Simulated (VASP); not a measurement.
# Co (P6_3/mmc) in VASP: notebook

The runs below take Co through single point, with PBE.

Everything below comes from runs of VASP 6.6.1. Logs are shortened: lines on timing, memory, paths and dates and some standing lists are left out, and cuts for length are marked.

## (1) The cell of the first run

It takes space group P6_3/mmc (No. 194, hexagonal). Conventional cell: a = 2.590 Å, b = 2.590 Å, c = 3.870 Å, α = 90.00°, β = 90.00°, γ = 120.00°. Co (site symmetry -6m2) has 12 Co at 2.45 to 2.59 Å within 3.2 Å.

## (2) Single point, PBE, collinear spin, ferromagnetic start

File INCAR:

```
PREC = Accurate
ENCUT = 520
EDIFF = 1E-6
ISMEAR = 0
SIGMA = 0.15
LREAL = F
LASPH = T
NELM = 150
ALGO = Normal
ISIF = 2
LWAVE = F
LCHARG = F
ISPIN = 2
MAGMOM = 1.95 1.95
LORBIT = 11
LMAXMIX = 4
GGA = PE
NBANDS = 20
```

File KPOINTS:

```
Automatic mesh
0
Gamma
  24 24 14
```

File POSCAR:

```
Co
1.0
    2.5899956914      0.0000000000      0.0000000000
   -1.2949978457      2.2430020645      0.0000000000
    0.0000000000      0.0000000000      3.8697956408
Co
2
Direct
    0.3333333333      0.6666666667      0.2500000000
    0.6666666667      0.3333333333      0.7500000000
```

Potentials or basis: VASP PAW PBE potentials, release 64 (Co).

The run is started by

```bash
cat potpaw_PBE.64/Co/POTCAR > POTCAR
mpirun -np 1 vasp_std > vasp.out
```

OUTCAR:

```text
PREC = Accurate
   ENCUT = 520
   EDIFF = 1E-6
   ISMEAR = 0
   LREAL = F
   LASPH = T
   NELM = 150
   ISIF = 2
   ISPIN = 2
   LORBIT = 11
   GGA = PE

 ion  position               nearest neighbor table
   1  0.333  0.667  0.250-   2 2.45   2 2.45   2 2.45   2 2.45   2 2.45   2 2.45
   2  0.667  0.333  0.750-   1 2.45   1 2.45   1 2.45   1 2.45   1 2.45   1 2.45

  LATTYP: Found a hexagonal cell.
 ALAT       =     2.5899956914
 C/A-ratio  =     1.4941320766

  Lattice vectors:

 A1 = (   2.5899956914,   0.0000000000,   0.0000000000)
 A2 = (  -1.2949978457,   2.2430020645,   0.0000000000)
 A3 = (   0.0000000000,   0.0000000000,   3.8697956408)

Analysis of symmetry for initial positions (statically):
=====================================================================
 Subroutine PRICEL returns:
 Original cell was already a primitive cell.

 Routine SETGRP: Setting up the symmetry group for a
 hexagonal supercell.

 Subroutine GETGRP returns: Found 24 space group operations
 (whereof 12 operations were pure point group operations)
 out of a pool of 24 trial point group operations.

The static configuration has the point symmetry D_3d.
 The point group associated with its full space group is D_6h.

Analysis of symmetry for dynamics (positions and initial velocities):
=====================================================================
 Subroutine PRICEL returns:
 Original cell was already a primitive cell.

 Routine SETGRP: Setting up the symmetry group for a
 hexagonal supercell.

 Subroutine GETGRP returns: Found 24 space group operations
 (whereof 12 operations were pure point group operations)
 out of a pool of 24 trial point group operations.

The dynamic configuration has the point symmetry D_3d.
 The point group associated with its full space group is D_6h.

Analysis of structural, dynamic, and magnetic symmetry:
=====================================================================
 Subroutine PRICEL returns:
 Original cell was already a primitive cell.

 Routine SETGRP: Setting up the symmetry group for a
 hexagonal supercell.

 Subroutine GETGRP returns: Found 24 space group operations
 (whereof 12 operations were pure point group operations)
 out of a pool of 24 trial point group operations.

The overall configuration has the point symmetry D_3d.
 The point group associated with its full space group is D_6h.

 Subroutine INISYM returns: Found 24 space group operations
 (whereof 12 operations are pure point group operations),
 and found     1 'primitive' translations

----------------------------------------------------------------------------------------

                                     Primitive cell

  volume of cell :      22.4811

  direct lattice vectors                    reciprocal lattice vectors
     2.589995691  0.000000000  0.000000000     0.386101028  0.222915533  0.000000000
    -1.294997846  2.243002065  0.000000000     0.000000000  0.445831065  0.000000000
     0.000000000  0.000000000  3.869795641     0.000000000  0.000000000  0.258411578

  length of vectors
     2.589995691  2.589995691  3.869795641     0.445831065  0.445831065  0.258411578

  position of ions in fractional coordinates (direct lattice)
     0.333333333  0.666666667  0.250000000
     0.666666667  0.333333333  0.750000000

  ion indices of the primitive-cell ions
   primitive index   ion index
                 1           1
                 2           2

----------------------------------------------------------------------------------------

 KPOINTS: Automatic mesh

Automatic generation of k-mesh.
 Grid dimensions read from file:
 generate k-points for:   24   24   14

 Generating k-lattice:

  Cartesian coordinates                     Fractional coordinates (reciprocal lattice)
     0.016087543  0.009288147  0.000000000     0.041666667  0.000000000  0.000000000
     0.000000000  0.018576294  0.000000000     0.000000000  0.041666667  0.000000000
     0.000000000  0.000000000  0.018457970     0.000000000  0.000000000  0.071428571

  Length of vectors
     0.018576294  0.018576294  0.018457970

  Shift w.r.t. Gamma in fractional coordinates (k-lattice)
     0.000000000  0.000000000  0.000000000

 Subroutine IBZKPT returns following result:
 ===========================================

 Found    488 irreducible k-points:

 Following reciprocal coordinates:
            Coordinates               Weight
  0.000000  0.000000  0.000000      1.000000
  0.041667  0.000000  0.000000      6.000000
  0.083333 -0.000000  0.000000      6.000000
  0.125000  0.000000  0.000000      6.000000
  0.166667 -0.000000  0.000000      6.000000
  0.208333  0.000000  0.000000      6.000000
[... 16 lines left out ...]
  0.416667  0.041667  0.000000     12.000000
  0.458333  0.041667  0.000000     12.000000
 [... further k-points ...]
   k-points           NKPTS =    488   k-points in BZ     NKDIM =    488   number of bands    NBANDS=     20
[... 59 lines left out ...]
  ---------------------------------------------------
  ext. energy  EPLUGINS =         0.00000000
  ---------------------------------------------------
  free energy    TOTEN  =       -13.98914339 eV

  energy without entropy =      -13.96905815  energy(sigma->0) =      -13.97910077

 E-fermi :   9.7437     XC(G=0): -13.1904

 val. band max:        9.7429676675   @ k =   0.3750   0.1250   0.5000
 cond. band min:       9.7438706651   @ k =   0.2917   0.1250   0.3571
 fundamental gap:      0.0009029975
 Fermi energy:         9.7437064042

 spin component 1

 k-point     1 :       0.0000    0.0000    0.0000
  band No.  band energies     occupation
      1       1.0740      1.00000
      2       4.8487      1.00000
      3       7.1803      1.00000
      4       7.1803      1.00000
      5       7.5623      1.00000
      6       7.5623      1.00000
[... 12 lines left out ...]
     19      33.8180      0.00000
     20      36.6866      0.00000

 k-point     2 :       0.0417    0.0000    0.0000
  band No.  band energies     occupation
      1       1.1303      1.00000
      2       4.8782      1.00000
      3       7.1296      1.00000
      4       7.2054      1.00000
      5       7.5524      1.00000
      6       7.5832      1.00000
[... 12 lines left out ...]
     19      34.9009      0.00000
     20      36.5674      0.00000
[... 465 lines left out ...]
      3       5.6125      1.00000
      4       6.8585      1.00000
      5       6.9046      1.00000
      6       7.5516      1.00000
[... 12 lines left out ...]
     19      31.5034      0.00000
     20      33.5699      0.00000

 k-point    24 :       0.4583    0.0417    0.0000
  band No.  band energies     occupation
      1       5.1128      1.00000
      2       5.2067      1.00000
      3       5.5601      1.00000
      4       6.8376      1.00000
      5       7.0213      1.00000
      6       7.5391      1.00000
[... 12 lines left out ...]
     19      31.3786      0.00000
     20      33.4036      0.00000

 [... further k-points ...]

 spin component 2

 k-point     1 :       0.0000    0.0000    0.0000
  band No.  band energies     occupation
      1       1.0533      1.00000
      2       5.8831      1.00000
      3       8.8338      1.00000
      4       8.8338      1.00000
      5       9.2849      0.99999
      6       9.2849      0.99999
[... 12 lines left out ...]
     19      33.8505      0.00000
     20      36.3878      0.00000

 k-point     2 :       0.0417    0.0000    0.0000
  band No.  band energies     occupation
      1       1.1097      1.00000
      2       5.9171      1.00000
      3       8.7728      1.00000
      4       8.8617      1.00000
      5       9.2658      1.00000
      6       9.2710      1.00000
[... 12 lines left out ...]
     19      35.0825      0.00000
     20      36.2919      0.00000
[... 465 lines left out ...]
      3       6.8163      1.00000
      4       7.6448      1.00000
      5       8.4113      1.00000
      6       9.0189      1.00000
[... 12 lines left out ...]
     19      31.3984      0.00000
     20      33.8513      0.00000

 k-point    24 :       0.4583    0.0417    0.0000
  band No.  band energies     occupation
      1       5.9123      1.00000
      2       6.4320      1.00000
      3       6.7645      1.00000
      4       7.6568      1.00000
      5       8.3877      1.00000
      6       9.0043      1.00000
[... 12 lines left out ...]
     19      31.2690      0.00000
     20      33.6796      0.00000

 [... further k-points ...]

------------------------ aborting loop because EDIFF is reached ----------------------------------------

  FORCE on cell =-STRESS in cart. coord.  units (eV):
  Direction    XX          YY          ZZ          XY          YZ          ZX
  --------------------------------------------------------------------------------------
  -------------------------------------------------------------------------------------
  Total       -1.7554757     -1.7554757      0.9204618     -0.0000000      0.0000000      0.0000000
  in kB     -125.1090281   -125.1090281     65.5993594     -0.0000000      0.0000000      0.0000000
  external PRESSURE =     -61.5395656 kB  Pullay stress =       0.0000000 kB

 VOLUME and BASIS-vectors are now :
 -----------------------------------------------------------------------------
  energy-cutoff  :      520.00
  volume of cell :       22.48
      direct lattice vectors                 reciprocal lattice vectors
     2.589995691  0.000000000  0.000000000     0.386101028  0.222915533  0.000000000
    -1.294997846  2.243002065  0.000000000     0.000000000  0.445831065  0.000000000
     0.000000000  0.000000000  3.869795641     0.000000000  0.000000000  0.258411578

 POSITION                                       TOTAL-FORCE (eV/Angst)
 -----------------------------------------------------------------------------------
     -0.00000      1.49533      0.96745        -0.000000     -0.000000      0.000000
      1.29500      0.74767      2.90235         0.000000      0.000000      0.000000
 -----------------------------------------------------------------------------------
    total drift:                               -0.000000      0.000000     -0.000000

  FREE ENERGIE OF THE ION-ELECTRON SYSTEM (eV)
  ---------------------------------------------------
  free  energy   TOTEN  =       -13.9891433906 eV

  energy  without entropy=      -13.9690581496  energy(sigma->0) =      -13.97910077

 total charge

# of ion       s       p       d       tot
------------------------------------------
    1        0.476   0.491   7.251   8.217
    2        0.476   0.491   7.251   8.217
--------------------------------------------------
tot          0.951   0.982  14.502  16.435

 magnetization (x)

# of ion       s       p       d       tot
------------------------------------------
    1       -0.015  -0.055   1.705   1.635
    2       -0.015  -0.055   1.705   1.635
--------------------------------------------------
tot         -0.031  -0.109   3.411   3.271
```

Run time: 4.2 min. Hardware: 1 thread of AMD EPYC 7R43 (Zen 3), shared host; peak memory 0.35 GiB.

What came out:

| Item | Value |
| --- | --- |
| Free energy | -13.9891 eV |
| Pressure | -6.2 GPa |
| Net moment | 3.22 μB per cell |
| Site moments | Co +1.64 μB |
| Valence electrons inside the program's atomic spheres | Co 8.22 |

Levels at points of the mesh, in eV from the Fermi level:
Spin up:
```tsv
k point	band 7	band 8	band 9	band 10	band 11	band 12	band 13	band 14	band 15	band 16
(0.00, 0.00, 0.00)	-2.18	-2.12	-2.12	-0.78	-0.78	0.89	7.25	20.69	22.25	22.25
(0.50, 0.00, 0.00)	-1.91	-0.94	-0.72	-0.45	1.03	2.84	9.99	10.65	12.97	13.27
(0.00, 0.00, 0.50)	-2.58	-2.58	-1.07	-1.07	-1.07	-1.07	16.73	16.73	21.49	21.49
(0.50, 0.00, 0.50)	-1.10	-1.10	-0.80	-0.80	1.50	1.50	6.82	6.82	17.10	17.10
```
Spin down:
```csv
k point,band 3,band 4,band 5,band 6,band 7,band 8,band 9,band 10,band 11,band 12
"(0.00, 0.00, 0.00)",-0.91,-0.91,-0.46,-0.46,-0.45,-0.45,-0.44,0.81,1.03,1.03
"(0.50, 0.00, 0.00)",-2.99,-2.06,-1.36,-0.73,-0.24,0.95,1.20,1.41,2.37,3.92
"(0.00, 0.00, 0.50)",-1.10,-1.10,-1.10,-1.10,-1.10,-1.10,0.74,0.74,0.74,0.74
"(0.50, 0.00, 0.50)",-2.06,-2.06,-0.21,-0.21,0.23,0.23,1.11,1.11,2.13,2.13
```

## (3) Single point, PBE, collinear spin, ferromagnetic start

This run uses another cell than the first one, of the same volume but with other edges.

File INCAR:

```
  PREC = Accurate
  ENCUT = 520
  EDIFF = 1E-6
  ISMEAR = 0
  SIGMA = 0.15
  LREAL = F
  LASPH = T
  NELM = 150
  ALGO = Fast
  ISIF = 2
  LWAVE = F
  LCHARG = F
  ISPIN = 2
  MAGMOM = 1.95 1.95
  LORBIT = 11
  LMAXMIX = 4
  GGA = PE
  NBANDS = 20
```

File KPOINTS:

```
regular mesh
0
Gamma
  24 24 14
```

File POSCAR:

```
Co
1.0
    2.7135114287      0.0000000000      0.0000000000
   -1.3567557143      2.3499698307      0.0000000000
    0.0000000000      0.0000000000      3.5255169268
Co
2
Direct
    0.3333333333      0.6666666667      0.2500000000
    0.6666666667      0.3333333333      0.7500000000
```

Potentials or basis: VASP PAW PBE potentials, release 64 (Co).

The run is started by

```bash
cat potpaw_PBE.64/Co/POTCAR > POTCAR
mpirun -np 1 vasp_std > vasp.out
```

Wall time 5.7 min (1 thread of Intel Xeon Platinum 8259CL at 2.50GHz (Skylake/Cascade Lake), shared host); peak memory 0.38 GiB.

It converged, with:

```yaml
Free_energy: -13.5926 eV
Pressure: 1.6 GPa
Net_moment: 3.25 μB per cell
Site_moments: Co +1.64 μB
Valence_electrons_inside_the_program's_atomic_spheres: Co 8.27
```

Stress tensor (GPa, compression positive):
```
-10.94   0.00   0.00
  0.00 -10.94   0.00
  0.00   0.00  26.78
```

Levels at points of the mesh, in eV from the Fermi level:
Spin up:
```csv
k point,band 8,band 9,band 10,band 11,band 12,band 13,band 14,band 15
"(0.00, 0.00, 0.00)",-2.23,-1.74,-0.72,-0.72,2.73,9.40,18.88,19.38
"(0.50, 0.00, 0.00)",-1.42,-0.99,-0.22,0.49,2.11,11.11,11.16,11.96
"(0.00, 0.00, 0.50)",-2.24,-0.93,-0.93,-0.93,-0.93,19.30,19.30,21.13
"(0.50, 0.00, 0.50)",-1.36,-1.08,-1.08,1.27,1.27,6.60,6.60,15.81
```
Spin down:
| k point | band 4 | band 5 | band 6 | band 7 | band 8 | band 9 | band 10 | band 11 | band 12 | band 13 |
| --- | --- | --- | --- | --- | --- | --- | --- | --- | --- | --- |
| (0.00, 0.00, 0.00) | -1.13 | -1.10 | -1.10 | -0.48 | -0.48 | 0.23 | 0.95 | 0.95 | 2.72 | 10.32 |
| (0.50, 0.00, 0.00) | -2.62 | -1.98 | -0.47 | 0.26 | 0.47 | 0.95 | 1.52 | 2.00 | 3.37 | 11.25 |
| (0.00, 0.00, 0.50) | -1.65 | -1.65 | -1.65 | -0.58 | -0.58 | 0.83 | 0.83 | 0.83 | 0.83 | 19.07 |
| (0.50, 0.00, 0.50) | -1.89 | -0.69 | -0.69 | 0.15 | 0.15 | 0.83 | 0.83 | 1.93 | 1.93 | 7.52 |

## (4) Single point, PBE, collinear spin, ferromagnetic start

This run uses another cell than the first one, of the same volume but with other edges.

File INCAR:

```
ALGO = Normal
EDIFF = 1E-7
ENCUT = 520
GGA = PE
ISIF = 2
ISMEAR = 0
ISPIN = 2
LASPH = True
LCHARG = True
LELF = True
LMAXMIX = 4
LORBIT = 11
LREAL = False
LVHAR = True
LWAVE = False
MAGMOM = 1.95 1.95
NBANDS = 20
NELM = 150
PREC = Accurate
SIGMA = 0.15
```

File KPOINTS:

```
k-points
0
Gamma
  24 24 14
```

File POSCAR:

```
Co
1.0
    2.5535120191      0.0000000000      0.0000000000
   -1.2767560096      2.2114062774      0.0000000000
    0.0000000000      0.0000000000      3.9811661382
Co
2
Direct
    0.3333333333      0.6666666667      0.2500000000
    0.6666666667      0.3333333333      0.7500000000
```

The run is started by

```bash
cat potpaw_PBE.64/Co/POTCAR > POTCAR
mpirun -np 1 vasp_std > vasp.out
```

Wall time 4.6 min (1 thread of AMD EPYC 9R45 (Zen 5), shared host); peak memory 0.36 GiB.

Results (log left out):

```
Free energy                                           : -14.0458 eV
Pressure                                              : -7.1 GPa
Net moment                                            : 3.24 μB per cell
Site moments                                          : Co +1.65 μB
Valence electrons inside the program's atomic spheres : Co 8.21
```

Stress tensor (GPa, compression positive):
```
-10.15   0.00   0.00
  0.00 -10.15   0.00
  0.00   0.00  -0.94
```

Levels at points of the mesh, in eV from the Fermi level:
Spin up:
```tsv
k point	band 8	band 9	band 10	band 11	band 12	band 13	band 14	band 15
(0.00, 0.00, 0.00)	-2.01	-2.01	-0.84	-0.84	0.38	6.60	21.22	23.13
(0.50, 0.00, 0.00)	-0.84	-0.67	-0.57	1.14	3.01	9.67	10.30	12.67
(0.00, 0.00, 0.50)	-2.65	-1.13	-1.13	-1.13	-1.13	15.59	15.59	21.96
(0.50, 0.00, 0.50)	-1.08	-0.73	-0.73	1.53	1.53	6.88	6.88	17.51
```
Spin down:
| k point | band 3 | band 4 | band 5 | band 6 | band 7 | band 8 | band 9 | band 10 | band 11 | band 12 |
| --- | --- | --- | --- | --- | --- | --- | --- | --- | --- | --- |
| (0.00, 0.00, 0.00) | -0.89 | -0.89 | -0.69 | -0.49 | -0.49 | -0.28 | -0.28 | 0.29 | 1.03 | 1.03 |
| (0.50, 0.00, 0.00) | -3.02 | -1.91 | -1.18 | -0.85 | -0.41 | 1.06 | 1.25 | 1.34 | 2.41 | 4.04 |
| (0.00, 0.00, 0.50) | -1.28 | -1.28 | -1.00 | -1.00 | -1.00 | -1.00 | 0.71 | 0.71 | 0.71 | 0.71 |
| (0.50, 0.00, 0.50) | -2.15 | -2.15 | -0.10 | -0.10 | 0.24 | 0.24 | 1.18 | 1.18 | 2.14 | 2.14 |

## (5) Summary

```csv
cell,gap on the mesh (eV),pressure (GPa),moment (μB)
"a = 2.590, b = 2.590, c = 3.870 Å, angles 90.0, 90.0, 120.0°, 2 atoms",none,-6.2,3.22
"a = 2.714, b = 2.714, c = 3.526 Å, angles 90.0, 90.0, 120.0°, 2 atoms",none,1.6,3.25
"a = 2.554, b = 2.554, c = 3.981 Å, angles 90.0, 90.0, 120.0°, 2 atoms",none,-7.1,3.24
```

Alike in all rows: task single point; level PBE; potentials or basis VASP PAW PBE potentials, release 64 (Co); spin collinear, ferromagnetic start; k mesh 24 × 24 × 14; cutoff (eV) 520; smearing gaussian 0.15 eV.

Absolute energies hang on the potentials; compare differences alone.
